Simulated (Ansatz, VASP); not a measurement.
## Two plane-wave programs on Ti2VO6

The input INCAR:

```
SYSTEM = Ti2VO6
  PREC = Accurate
  ENCUT = 600
  EDIFF = 1E-6
  ISMEAR = 0
  SIGMA = 0.1
  LREAL = .FALSE.
  LASPH = .TRUE.
  NELM = 200
  ALGO = Normal
  ISIF = 2
  LWAVE = .FALSE.
  LCHARG = .FALSE.
  ISPIN = 2
  MAGMOM = 0 0 0.6 0 0 0 0 0 0
  LORBIT = 11
  LMAXMIX = 4
  GGA = PE
  NBANDS = 50
  GGA_COMPAT = .FALSE.
  KPAR = 4
```

The input KPOINTS:

```
Automatic mesh
0
G
  8 8 6
  0 0 0
```

Contents of POSCAR:

```
Ti2VO6
1.0
    2.8688764875     -4.9154116768      0.0000000000
    2.8688764875      4.9154116768      0.0000000000
    0.0000000000      0.0000000000      6.2791103882
Ti V O
2 1 6
Direct
    0.0000000000      0.5000000000      0.3327845366
    0.5000000000      0.0000000000      0.6672154634
    0.0000000000      0.0000000000      0.0000000000
    0.0700408652      0.2801302525      0.1621011675
    0.7102891970      0.2897108030      0.5000000000
    0.7198697475      0.9299591348      0.8378988325
    0.2801302525      0.0700408652      0.8378988325
    0.2897108030      0.7102891970      0.5000000000
    0.9299591348      0.7198697475      0.1621011675
```

Input for Ansatz:

```yaml
crystal:
  lattice:
    - [2.8688764844, -4.9154117355, 0.0]
    - [2.8688764844, 4.9154117355, 0.0]
    - [0.0, 0.0, 6.2791103764]
  atoms:
    - { symbol: Ti, position: [0.0, 0.5, 0.3327845381] }
    - { symbol: Ti, position: [0.5, 0.0, 0.6672154619] }
    - { symbol: V, position: [0.0, 0.0, 0.0], spin: 0.6 }
    - { symbol: O, position: [0.070040858, 0.2801302518, 0.1621011692] }
    - { symbol: O, position: [0.7102891945, 0.2897108055, 0.5] }
    - { symbol: O, position: [0.7198697482, 0.929959142, 0.8378988308] }
    - { symbol: O, position: [0.2801302518, 0.070040858, 0.8378988308] }
    - { symbol: O, position: [0.2897108055, 0.7102891945, 0.5] }
    - { symbol: O, position: [0.929959142, 0.7198697482, 0.1621011692] }
basis:
  ecutwfc: 420
kpoints:
  mp_grid: { grid: [8, 8, 6] }
  band_path:
    path:
      - [[0.0, 0.0, 0.0], [-0.5, 0.5, 0.0], [-0.33516162, 0.66483838, 0.0]]
      - [[0.33516162, 0.33516162, 0.0], [0.0, 0.0, 0.0], [0.0, 0.0, 0.5], [0.33516162, 0.33516162, 0.5]]
      - [[-0.33516162, 0.66483838, 0.5], [-0.5, 0.5, 0.5], [-0.5, 0.5, 0.0]]
      - [[0.0, 0.0, 0.0], [0.0, 0.5, 0.0], [0.0, 0.5, 0.5], [0.0, 0.0, 0.5], [-0.5, 0.5, 0.5]]
    npoints: 14
hamiltonian:
  xc: pbe
scf:
  occupations: { method: gaussian, width: 0.1 }
  n_extra_bands: 22
output:
  forces: true
  stress: true
  eigenvalues: true
  populations: true
  dos: { projected: true, de: 0.02, nscf_kmesh: { grid: [10, 10, 8] } }
  bader: true
  write_density: true
  write_potential: true
  elf: true
  volumetric_format: npy
magnetization:
  spin_polarized: true
checkpoint:
  read: start.run
  write: ck
  compress: false
  write_wavefunctions: false
  write_every: 100000
```

Alike in both runs: task single point; functional PBE; k mesh 8 × 8 × 6; occupations gaussian, width 0.1 eV; collinear spin.

|  | VASP | Ansatz |
| --- | --- | --- |
| version | VASP 6.6.1 | Ansatz 0.2.0 |
| potentials or method | VASP PAW PBE potentials, release 64 (Ti_sv, V_sv, O), cutoff 600 eV | scalar-relativistic, plane waves, PAW |
| valence electrons in the cell | 73 | 73 |

```csv
,VASP,Ansatz,Ansatz less VASP
gap on the k mesh at the Fermi level (eV),none,none,-
pressure (GPa),0.3,0.0,-0.33
rms of the force components (eV/Å),0.018,0.001,-0.0173
net moment per atom (μB),0.11,0.11,0.000
size of the moment on the site where the two differ most (μB),0.72,0.55,-0.173
```

Site moments also hang on the region over which each program counts them. Atom by atom the forces differ by 0.019 eV/Å (rms over components). A gap of «none» marks a metal or a gap that the smearing closes.
